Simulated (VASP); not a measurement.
# SnSe (P4/nmm) in VASP: a series of runs, part 2 of 2

VASP 6.6.1. The steps go on from the part before.

### Step 4. Single point, r2SCAN (strain -0.030 along x and y, +0.030 along z)

File POSCAR:

```
SnSe
1.0
    4.1575119741      0.0000000000      0.0000000000
    0.0000000000      4.1575119741      0.0000000000
    0.0000000000      0.0000000000     11.3195444365
Sn Se
2 2
Direct
    0.5000000000      0.0000000000      0.3713940256
    0.0000000000      0.5000000000      0.6286059744
    0.5000000000      0.0000000000      0.6150878817
    0.0000000000      0.5000000000      0.3849121183
```

File INCAR.step1:

```
ALGO     = Normal         # electronic algorithm
EDIFF    = 1E-4           # SCF threshold, eV
ENCUT    = 520            # plane-wave cutoff, eV
GGA      = PE             # functional
ISMEAR   = 0              # smearing method
LASPH    = T              # aspherical terms in the spheres
LCHARG   = F              # write CHGCAR
LREAL    = F              # projectors in reciprocal space
LWAVE    = T              # write WAVECAR
NBANDS   = 28             # bands
NELM     = 80             # most SCF steps
PREC     = Accurate       # precision mode
SIGMA    = 0.05           # smearing width, eV
```

File INCAR.step2:

```
ALGO     = Normal         # electronic algorithm
EDIFF    = 1E-6           # SCF threshold, eV
ENCUT    = 520            # plane-wave cutoff, eV
ISIF     = 2              # what is computed and relaxed
ISMEAR   = 0              # smearing method
ISTART   = 1            
LASPH    = T              # aspherical terms in the spheres
LCHARG   = F              # write CHGCAR
LMIXTAU  = T            
LREAL    = F              # projectors in reciprocal space
LWAVE    = F              # write WAVECAR
METAGGA  = R2SCAN         # meta-GGA
NBANDS   = 28             # bands
NELM     = 80             # most SCF steps
PREC     = Accurate       # precision mode
SIGMA    = 0.05           # smearing width, eV
```

File KPOINTS:

```
k-points
0
Gamma
  6 6 4
```

On the command line:

```
cat potpaw_PBE.64/Sn_d/POTCAR potpaw_PBE.64/Se/POTCAR > POTCAR
cp INCAR.step1 INCAR
mpirun -np 1 vasp_std > vasp.out
cp INCAR.step2 INCAR
mpirun -np 1 vasp_std > vasp.out
```

It took 5.9 min on 1 thread of Intel Xeon Platinum 8375C at 2.90GHz (Ice Lake), shared host; peak memory 0.4 GiB.

Results (log left out):

- Free energy: -79.4703 eV
- Largest force: 0.259 eV/Å
- Band gap on the k mesh: 1.32 eV (least direct gap 1.75 eV)

Forces in eV/Å, atoms in the order of the input:
```
Sn   0.000  0.000  0.162
Sn   0.000  0.000 -0.162
Se   0.000  0.000 -0.259
Se   0.000  0.000  0.259
```

Levels at points of the mesh, in eV from the valence-band top:
```tsv
k point	band 17	band 18	band 19	band 20	band 21	band 22	band 23	band 24
(0.00, 0.00, 0.00)	-3.42	-2.21	-2.21	-0.43	1.42	3.83	4.06	5.22
(0.50, 0.00, 0.00)	-1.78	-1.78	-0.03	-0.03	1.79	1.79	2.22	2.22
(0.50, 0.50, 0.00)	-3.96	-3.96	-1.99	-1.99	3.57	3.57	4.82	4.82
(0.00, 0.00, 0.50)	-3.42	-2.21	-2.21	-0.43	1.32	4.06	4.74	4.93
(0.50, 0.00, 0.50)	-1.78	-1.78	-0.03	-0.03	1.80	1.80	2.22	2.22
(0.50, 0.50, 0.50)	-3.96	-3.96	-1.99	-1.99	3.55	3.55	4.86	4.86
```

Caveat: the cell differs from its parent crystal (strain -0.030 along x and y, +0.030 along z); there is no dipole correction, which matters where the two faces differ; the PAW data sets were made with another functional, which shifts forces and pressure a little; spin-orbit coupling is left out, which moves the levels of the heavy elements.

### Step 5. Single point, r2SCAN (strain +0.000 along x and y, -0.030 along z)

File POSCAR:

```
SnSe
1.0
    4.2860948187      0.0000000000      0.0000000000
    0.0000000000      4.2860948187      0.0000000000
    0.0000000000      0.0000000000     10.6601534985
Sn Se
2 2
Direct
    0.5000000000      0.0000000000      0.3713940256
    0.0000000000      0.5000000000      0.6286059744
    0.5000000000      0.0000000000      0.6150878817
    0.0000000000      0.5000000000      0.3849121183
```

File INCAR.step1:

```
PREC = Accurate
ENCUT = 520
ISMEAR = 0
SIGMA = 0.05
LREAL = False
LASPH = True
NELM = 60
NBANDS = 28
GGA = PE
ALGO = Normal
EDIFF = 1E-4
LWAVE = True
LCHARG = False
```

File INCAR.step2:

```
PREC = Accurate
ENCUT = 520
EDIFF = 1E-6
ISMEAR = 0
SIGMA = 0.05
LREAL = False
LASPH = True
NELM = 60
ALGO = Normal
ISIF = 2
LWAVE = False
LCHARG = False
METAGGA = R2SCAN
LMIXTAU = True
NBANDS = 28
ISTART = 1
```

File KPOINTS:

```
Automatic mesh
0
Gamma
  6 6 4
```

Potentials or basis: VASP PAW PBE potentials, release 64 (Sn_d, Se).

On the command line:

```
cat potpaw_PBE.64/Sn_d/POTCAR potpaw_PBE.64/Se/POTCAR > POTCAR
cp INCAR.step1 INCAR
mpirun -np 1 vasp_std > vasp.out
cp INCAR.step2 INCAR
mpirun -np 1 vasp_std > vasp.out
```

OUTCAR:

```text
PREC = Accurate
   ENCUT = 520
   EDIFF = 1E-6
   ISMEAR = 0
   LREAL = False
   LASPH = True
   NELM = 60
   ISIF = 2
   METAGGA = R2SCAN
   ISTART = 1

 ion  position               nearest neighbor table
   1  0.500  0.000  0.371-   3 2.60   4 3.03   4 3.03   4 3.03   4 3.03
   2  0.000  0.500  0.629-   4 2.60   3 3.03   3 3.03   3 3.03   3 3.03
   3  0.500  0.000  0.615-   1 2.60   2 3.03   2 3.03   2 3.03   2 3.03
   4  0.000  0.500  0.385-   2 2.60   1 3.03   1 3.03   1 3.03   1 3.03

  LATTYP: Found a simple tetragonal cell.
 ALAT       =     4.2860948187
 C/A-ratio  =     2.4871483132

  Lattice vectors:

 A1 = (   4.2860948187,   0.0000000000,   0.0000000000)
 A2 = (   0.0000000000,   4.2860948187,   0.0000000000)
 A3 = (   0.0000000000,   0.0000000000,  10.6601534985)

Analysis of symmetry for initial positions (statically):
=====================================================================
 Subroutine PRICEL returns:
 Original cell was already a primitive cell.

 Routine SETGRP: Setting up the symmetry group for a
 simple tetragonal supercell.
[... 171 lines left out ...]

  energy without entropy =      -79.53084694  energy(sigma->0) =      -79.53084694

 E-fermi :   0.9025     XC(G=0):  -6.3430

 val. band max:        0.5976549633   @ k =   0.3333   0.0000   0.5000
 cond. band min:       2.2872064985   @ k =   0.3333   0.0000   0.5000
 fundamental gap:      1.6895515353
 Fermi energy:         0.9024816101

 k-point     1 :       0.0000    0.0000    0.0000
  band No.  band energies     occupation
      1     -21.1643      2.00000
      2     -21.1603      2.00000
      3     -21.1579      2.00000
      4     -21.1517      2.00000
      5     -21.1360      2.00000
      6     -21.0970      2.00000
[... 733 lines left out ...]
     27       7.5425      0.00000
     28       7.5425      0.00000

 [... further k-points ...]

------------------------ aborting loop because EDIFF is reached ----------------------------------------

  FORCE on cell =-STRESS in cart. coord.  units (eV):
  Direction    XX          YY          ZZ          XY          YZ          ZX
  --------------------------------------------------------------------------------------
  -------------------------------------------------------------------------------------
  Total        0.3510960      0.3510960      2.7428121      0.0000000     -0.0000000      0.0000000
  in kB        2.8724299      2.8724299     22.4398334      0.0000000     -0.0000000      0.0000000
  external PRESSURE =       9.3948977 kB  Pullay stress =       0.0000000 kB

 VOLUME and BASIS-vectors are now :
 -----------------------------------------------------------------------------
  energy-cutoff  :      520.00
  volume of cell :      195.83
      direct lattice vectors                 reciprocal lattice vectors
     4.286094819  0.000000000  0.000000000     0.233312617  0.000000000  0.000000000
     0.000000000  4.286094819  0.000000000     0.000000000  0.233312617  0.000000000
     0.000000000  0.000000000 10.660153498     0.000000000  0.000000000  0.093807280

 POSITION                                       TOTAL-FORCE (eV/Angst)
 -----------------------------------------------------------------------------------
      2.14305      0.00000      3.95912        -0.000000     -0.000000     -0.550245
      0.00000      2.14305      6.70104         0.000000     -0.000000      0.550245
      2.14305      0.00000      6.55693        -0.000000     -0.000000      0.521235
      0.00000      2.14305      4.10322        -0.000000      0.000000     -0.521235
 -----------------------------------------------------------------------------------
    total drift:                                0.000000      0.000000      0.000000

  FREE ENERGIE OF THE ION-ELECTRON SYSTEM (eV)
  ---------------------------------------------------
  free  energy   TOTEN  =       -79.5308469394 eV

  energy  without entropy=      -79.5308469394  energy(sigma->0) =      -79.53084694
```

Run time: 5.5 min. Hardware: 1 thread of Intel Xeon Platinum 8375C at 2.90GHz (Ice Lake), shared host; peak memory 0.39 GiB.

What came out:

- Free energy: -79.5308 eV
- Pressure: 0.9 GPa
- Largest force: 0.550 eV/Å
- Band gap on the k mesh: 1.69 eV

Forces on the atoms (eV/Å):
```
Sn   0.000  0.000 -0.550
Sn   0.000  0.000  0.550
Se   0.000  0.000  0.521
Se   0.000  0.000 -0.521
```

Caveat: the cell differs from its parent crystal (strain +0.000 along x and y, -0.030 along z); the PAW data sets were made with another functional, which shifts forces and pressure a little; spin-orbit coupling is left out, which moves the levels of the heavy elements. A k mesh can miss the band edges.

### Step 6. Summary

| cell | gap on the mesh (eV) | pressure (GPa) | largest force (eV/Å) |
| --- | --- | --- | --- |
| a = 4.158, b = 4.158, c = 10.660 Å, 4 atoms | 1.48 | 3.1 | 0.76 |
| a = 4.158, b = 4.158, c = 10.990 Å, 4 atoms | 1.38 | - | 0.22 |
| a = 4.158, b = 4.158, c = 11.320 Å, 4 atoms | 1.32 | - | 0.26 |
| a = 4.286, b = 4.286, c = 10.660 Å, 4 atoms | 1.69 | 0.9 | 0.55 |

Alike in all rows: task single point; level r2SCAN; potentials or basis VASP PAW PBE potentials, release 64 (Sn_d, Se); no spin polarisation; k mesh 6 × 6 × 4; cutoff (eV) 520; smearing gaussian 0.05 eV.

Caveats: the PAW data sets were made with another functional, which shifts forces and pressure a little; spin-orbit coupling is left out, which moves the levels of the heavy elements; there is no dipole correction, which matters where the two faces differ (at least some runs); the cell stands under pressure (at least some runs).

Absolute energies hang on the potentials; compare differences alone.
